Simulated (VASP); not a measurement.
# Pd (Fd-3m) in VASP: further runs

Runs on Pd. Level: PBE. Tasks: single point.

All numbers are computed with VASP 6.6.1; they aren't measurements. Logs are shortened: lines on timing, memory, paths and dates and some standing lists are left out, and cuts for length are marked.

### 1 The cell of the first run

The structure is cubic, space group Fd-3m (No. 227). The conventional cell has a = 5.885 Å, b = 5.885 Å, c = 5.885 Å, α = 90.00°, β = 90.00°, γ = 90.00°. Within 3.4 Å of Pd (site symmetry -43m) lie 4 Pd at 2.55 Å.

This isn't the form of Pd at room conditions, which is fcc.

### 2 Single point, PBE, collinear spin (25.48 Å³/atom)

INCAR

```
SYSTEM = Pd
ALGO = Normal ; EDIFF = 1E-6
ENCUT = 520 ; GGA = PE
ISIF = 2 ; ISMEAR = -1
ISPIN = 2 ; LASPH = .TRUE.
LCHARG = .FALSE. ; LMAXMIX = 4
LORBIT = 11 ; LREAL = .FALSE.
LWAVE = .FALSE. ; MAGMOM = 0.458 0.458
NBANDS = 21 ; NELM = 150
PREC = Accurate ; SIGMA = 0.05
```

KPOINTS

```
k-points
0
G
  15 15 15
  0 0 0
```

POSCAR

```
Pd
1.0
    0.0000000000      2.9424620501      2.9424620501
    2.9424620501      0.0000000000      2.9424620501
    2.9424620501      2.9424620501      0.0000000000
Pd
2
Direct
    0.1250000000      0.1250000000      0.1250000000
    0.8750000000      0.8750000000      0.8750000000
```

Potentials or basis: VASP PAW PBE potentials, release 64 (Pd).

Started as:

```sh
> cat potpaw_PBE.64/Pd/POTCAR > POTCAR
> mpirun -np 1 vasp_std > vasp.out
```

OUTCAR:

```text
SYSTEM = Pd
   EDIFF = 1E-6
   ENCUT = 520
   GGA = PE
   ISIF = 2
   ISMEAR = -1
   ISPIN = 2
   LASPH = .TRUE.
   LORBIT = 11
   LREAL = .FALSE.
   NELM = 150
   PREC = Accurate

 ion  position               nearest neighbor table
   1  0.125  0.125  0.125-   2 2.55   2 2.55   2 2.55   2 2.55
   2  0.875  0.875  0.875-   1 2.55   1 2.55   1 2.55   1 2.55

  LATTYP: Found a face centered cubic cell.
 ALAT       =     5.8849241002

  Lattice vectors:

 A1 = (   0.0000000000,   2.9424620501,   2.9424620501)
 A2 = (   2.9424620501,   0.0000000000,   2.9424620501)
 A3 = (   2.9424620501,   2.9424620501,   0.0000000000)

Analysis of symmetry for initial positions (statically):
=====================================================================
 Subroutine PRICEL returns:
 Original cell was already a primitive cell.

 Routine SETGRP: Setting up the symmetry group for a
 face centered cubic supercell.

 Subroutine GETGRP returns: Found 48 space group operations
 (whereof 12 operations were pure point group operations)
 out of a pool of 48 trial point group operations.

The static configuration has the point symmetry D_3d.
 The point group associated with its full space group is O_h .

Analysis of symmetry for dynamics (positions and initial velocities):
=====================================================================
 Subroutine PRICEL returns:
 Original cell was already a primitive cell.

 Routine SETGRP: Setting up the symmetry group for a
 face centered cubic supercell.

 Subroutine GETGRP returns: Found 48 space group operations
 (whereof 12 operations were pure point group operations)
 out of a pool of 48 trial point group operations.

The dynamic configuration has the point symmetry D_3d.
 The point group associated with its full space group is O_h .

Analysis of structural, dynamic, and magnetic symmetry:
=====================================================================
 Subroutine PRICEL returns:
 Original cell was already a primitive cell.

 Routine SETGRP: Setting up the symmetry group for a
 face centered cubic supercell.

 Subroutine GETGRP returns: Found 48 space group operations
 (whereof 12 operations were pure point group operations)
 out of a pool of 48 trial point group operations.

The overall configuration has the point symmetry D_3d.
 The point group associated with its full space group is O_h .

 Subroutine INISYM returns: Found 48 space group operations
 (whereof 12 operations are pure point group operations),
 and found     1 'primitive' translations

----------------------------------------------------------------------------------------

                                     Primitive cell

  volume of cell :      50.9522

  direct lattice vectors                    reciprocal lattice vectors
     0.000000000  2.942462050  2.942462050    -0.169925726  0.169925726  0.169925726
     2.942462050  0.000000000  2.942462050     0.169925726 -0.169925726  0.169925726
     2.942462050  2.942462050  0.000000000     0.169925726  0.169925726 -0.169925726

  length of vectors
     4.161269738  4.161269738  4.161269738     0.294319991  0.294319991  0.294319991

  position of ions in fractional coordinates (direct lattice)
     0.125000000  0.125000000  0.125000000
     0.875000000  0.875000000  0.875000000

  ion indices of the primitive-cell ions
   primitive index   ion index
                 1           1
                 2           2

----------------------------------------------------------------------------------------

 KPOINTS: k-points

Automatic generation of k-mesh.
 Grid dimensions read from file:
 generate k-points for:   15   15   15

 Generating k-lattice:

  Cartesian coordinates                     Fractional coordinates (reciprocal lattice)
    -0.011328382  0.011328382  0.011328382     0.066666667  0.000000000  0.000000000
     0.011328382 -0.011328382  0.011328382     0.000000000  0.066666667  0.000000000
     0.011328382  0.011328382 -0.011328382     0.000000000  0.000000000  0.066666667

  Length of vectors
     0.019621333  0.019621333  0.019621333

  Shift w.r.t. Gamma in fractional coordinates (k-lattice)
     0.000000000  0.000000000  0.000000000

 Subroutine IBZKPT returns following result:
 ===========================================

 Found    120 irreducible k-points:

 Following reciprocal coordinates:
            Coordinates               Weight
  0.000000  0.000000  0.000000      1.000000
  0.066667  0.000000  0.000000      8.000000
  0.133333  0.000000  0.000000      8.000000
  0.200000  0.000000  0.000000      8.000000
  0.266667  0.000000  0.000000      8.000000
  0.333333  0.000000  0.000000      8.000000
[... 16 lines left out ...]
  0.133333  0.133333  0.000000      6.000000
  0.200000  0.133333  0.000000     24.000000
 [... further k-points ...]
   k-points           NKPTS =    120   k-points in BZ     NKDIM =    120   number of bands    NBANDS=     21
   number of dos      NEDOS =    301   number of ions     NIONS =      2
   total plane-waves  NPLWV =  32768
   dimension x,y,z NGX =    32 NGY =   32 NGZ =   32
   dimension x,y,z NGXF=    64 NGYF=   64 NGZF=   64
   ions per type =               2
   NGX,Y,Z   is equivalent  to a cutoff of  12.78, 12.78, 12.78 a.u.
   NGXF,Y,Z  is equivalent  to a cutoff of  25.57, 25.57, 25.57 a.u.
 SYSTEM =  Pd
   PREC   = accura    normal or accurate (medium, high low for compatibility)
   ISTART =      0    job   : 0-new  1-cont  2-samecut
   ICHARG =      2    charge: 1-file 2-atom 10-const
   ISPIN  =      2    spin polarized calculation?
   LNONCOLLINEAR =      F non collinear calculations
   LSORBIT =      F    spin-orbit coupling
   LASPH  =      T    aspherical Exc in radial PAW
   ENCUT  =  520.0 eV  38.22 Ry    6.18 a.u.   7.74  7.74  7.74*2*pi/ulx,y,z
   NELM   =    150;   NELMIN=  2; NELMDL= -5     # of ELM steps
   EDIFF  = 0.1E-05   stopping-criterion for ELM
   LREAL  =      F    real-space projection
   EDIFFG = 0.1E-04   stopping-criterion for IOM
   NSW    =      0    number of steps for IOM
   IBRION =     -1    ionic relax: 0-MD 1-quasi-New 2-CG
   NFREE  =      0    steps in history (QN), initial steepest desc. (CG)
   ISIF   =      2    stress and relaxation
   ISYM   =      2    0-nonsym 1-usesym 2-fastsym
   POTIM  = 0.5000    time-step for ionic-motion
   TEBEG  =    0.0;   TEEND  =   0.0 temperature during run
   PSTRESS=    0.0 pullay stress
   NELECT =      20.0000    total number of electrons
   NUPDOWN=      -1.0000    fix difference up-down
   EMIN   =  10.00;   EMAX   =-10.00  energy-range for DOS
   EFERMI =   0.00;   METHOD = LEGACY
   ISMEAR =    -1;   SIGMA  =   0.05  broadening in eV -4-tet -1-fermi 0-gaus
   EFERMI_NEDOS =   21; number of points for ismear=-14 and -15
   IALGO  =     38    algorithm
   IMIX   =      4    mixing-type and parameters
     AMIX     =   0.40;   BMIX     =  1.00
     AMIX_MAG =   1.60;   BMIX_MAG =  1.00
  volume/ion in A,a.u.               =      25.48       171.92
  Fermi-wavevector in a.u.,A,eV,Ry     =   1.198664  2.265146 19.548773  1.436794
  Thomas-Fermi vector in A             =   2.334547
   LORBIT       =     11    0 simple, 1 ext, 2 COOP (PROOUT), +10 PAW based schemes
   GGA     = PE    functional components
   LHFCALC =     F    Hartree Fock is set to
   AEXX    =    0.0000 exact exchange contribution
   IVDW    =     0    specifies the selected vdW correction
   LEPSILON=     F    determine dielectric tensor
   LRPA    =     F    only Hartree local field effects (RPA)
 spin polarized calculation
  energy-cutoff  :      520.00
  volume of cell :       50.95
 maximum number of plane-waves:      1389
   NGX = 15   NGY = 15   NGZ = 15

 number of electron      20.0000007 magnetization       0.9255316

 Free energy of the ion-electron system (eV)
  ---------------------------------------------------
  ext. energy  EPLUGINS =         0.00000000
  ---------------------------------------------------
  free energy    TOTEN  =        -8.18770439 eV

  energy without entropy =       -8.14868896  energy(sigma->0) =       -8.16819667

 E-fermi :   3.5644     XC(G=0):  -9.7080

 val. band max:        3.5634683955   @ k =  -0.4667   0.4667   0.0667
 cond. band min:       3.5660467232   @ k =  -0.3333   0.2667   0.0000
 fundamental gap:      0.0025783277
 Fermi energy:         3.5644137073

 spin component 1

 k-point     1 :       0.0000    0.0000    0.0000
  band No.  band energies     occupation
      1      -0.7669      1.00000
      2       0.2904      1.00000
      3       0.2904      1.00000
      4       0.3725      1.00000
      5       0.3725      1.00000
      6       0.3725      1.00000
[... 13 lines left out ...]
     20      17.3895      0.00000
     21      17.3895      0.00000

 k-point     2 :       0.0667    0.0000    0.0000
  band No.  band energies     occupation
      1      -0.7058      1.00000
      2       0.2257      1.00000
      3       0.2257      1.00000
      4       0.3735      1.00000
      5       0.4531      1.00000
      6       0.4531      1.00000
[... 13 lines left out ...]
     20      17.2950      0.00000
     21      17.2950      0.00000

 k-point     3 :       0.1333    0.0000    0.0000
  band No.  band energies     occupation
      1      -0.5299      1.00000
      2       0.1585      1.00000
      3       0.1585      1.00000
      4       0.3796      1.00000
      5       0.5613      1.00000
      6       0.5613      1.00000
[... 13 lines left out ...]
     20      17.1456      0.00000
     21      17.2326      0.00000
[... 457 lines left out ...]
 k-point    23 :       0.1333    0.1333    0.0000
  band No.  band energies     occupation
      1      -0.4436      1.00000
      2       0.0131      1.00000
      3       0.3640      1.00000
      4       0.3640      1.00000
      5       0.4079      1.00000
      6       0.7257      1.00000
[... 13 lines left out ...]
     20      17.8817      0.00000
     21      17.8817      0.00000

 k-point    24 :       0.2000    0.1333    0.0000
  band No.  band energies     occupation
      1      -0.2377      1.00000
      2      -0.0397      1.00000
      3       0.3256      1.00000
      4       0.3644      1.00000
      5       0.5039      1.00000
      6       0.8285      1.00000
[... 13 lines left out ...]
     20      18.4844      0.00000
     21      18.5789      0.00000

 [... further k-points ...]

 spin component 2

 k-point     1 :       0.0000    0.0000    0.0000
  band No.  band energies     occupation
      1      -0.7149      1.00000
      2       0.5583      1.00000
      3       0.5583      1.00000
      4       0.6719      1.00000
      5       0.6719      1.00000
      6       0.6719      1.00000
[... 13 lines left out ...]
     20      17.4307      0.00000
     21      17.4307      0.00000

 k-point     2 :       0.0667    0.0000    0.0000
  band No.  band energies     occupation
      1      -0.6534      1.00000
      2       0.5026      1.00000
      3       0.5026      1.00000
      4       0.6730      1.00000
      5       0.7441      1.00000
      6       0.7441      1.00000
[... 13 lines left out ...]
     20      17.3341      0.00000
     21      17.3341      0.00000

 k-point     3 :       0.1333    0.0000    0.0000
  band No.  band energies     occupation
      1      -0.4753      1.00000
      2       0.4386      1.00000
      3       0.4386      1.00000
      4       0.6790      1.00000
      5       0.8507      1.00000
      6       0.8507      1.00000
[... 13 lines left out ...]
     20      17.1753      0.00000
     21      17.3317      0.00000
[... 457 lines left out ...]
 k-point    23 :       0.1333    0.1333    0.0000
  band No.  band energies     occupation
      1      -0.3896      1.00000
      2       0.2890      1.00000
      3       0.6669      1.00000
      4       0.6669      1.00000
      5       0.6782      1.00000
      6       1.0141      1.00000
[... 13 lines left out ...]
     20      17.9745      0.00000
     21      17.9745      0.00000

 k-point    24 :       0.2000    0.1333    0.0000
  band No.  band energies     occupation
      1      -0.1794      1.00000
      2       0.2357      1.00000
      3       0.6221      1.00000
      4       0.6670      1.00000
      5       0.7835      1.00000
      6       1.1169      1.00000
[... 13 lines left out ...]
     20      18.5723      0.00000
     21      18.6596      0.00000

 [... further k-points ...]
[... 5 lines left out ...]
  --------------------------------------------------------------------------------------
  -------------------------------------------------------------------------------------
  Total       -0.8119799     -0.8119799     -0.8119799      0.0000000      0.0000000      0.0000000
  in kB      -25.5324946    -25.5324946    -25.5324946      0.0000000      0.0000000      0.0000000
  external PRESSURE =     -25.5324946 kB  Pullay stress =       0.0000000 kB

 VOLUME and BASIS-vectors are now :
 -----------------------------------------------------------------------------
  energy-cutoff  :      520.00
  volume of cell :       50.95
      direct lattice vectors                 reciprocal lattice vectors
     0.000000000  2.942462050  2.942462050    -0.169925726  0.169925726  0.169925726
     2.942462050  0.000000000  2.942462050     0.169925726 -0.169925726  0.169925726
     2.942462050  2.942462050  0.000000000     0.169925726  0.169925726 -0.169925726

 POSITION                                       TOTAL-FORCE (eV/Angst)
 -----------------------------------------------------------------------------------
      0.73562      0.73562      0.73562        -0.000000     -0.000000     -0.000000
      5.14931      5.14931      5.14931         0.000000      0.000000      0.000000
 -----------------------------------------------------------------------------------
    total drift:                                0.000000      0.000000     -0.000000

  FREE ENERGIE OF THE ION-ELECTRON SYSTEM (eV)
  ---------------------------------------------------
  free  energy   TOTEN  =        -8.1877043852 eV

  energy  without entropy=       -8.1486889588  energy(sigma->0) =       -8.16819667

 total charge

# of ion       s       p       d       tot
------------------------------------------
    1        0.473   0.265   8.507   9.245
    2        0.473   0.265   8.507   9.245
--------------------------------------------------
tot          0.947   0.530  17.014  18.490

 magnetization (x)

# of ion       s       p       d       tot
------------------------------------------
    1       -0.005  -0.001   0.461   0.454
    2       -0.005  -0.001   0.461   0.454
--------------------------------------------------
tot         -0.010  -0.003   0.921   0.909
```

Run time: 79 s. Hardware: 1 thread of Intel Xeon 6975P-C (Granite Rapids), shared host; peak memory 0.32 GiB.

Results:

| Quantity | Value |
| --- | --- |
| Free energy | -8.1877 eV |
| Pressure | -2.6 GPa |
| Net moment | 0.93 μB per cell |
| Site moments | Pd +0.45 μB |
| Valence electrons inside the program's atomic spheres | Pd 9.24 |

(Continued in part 2 of 2.)
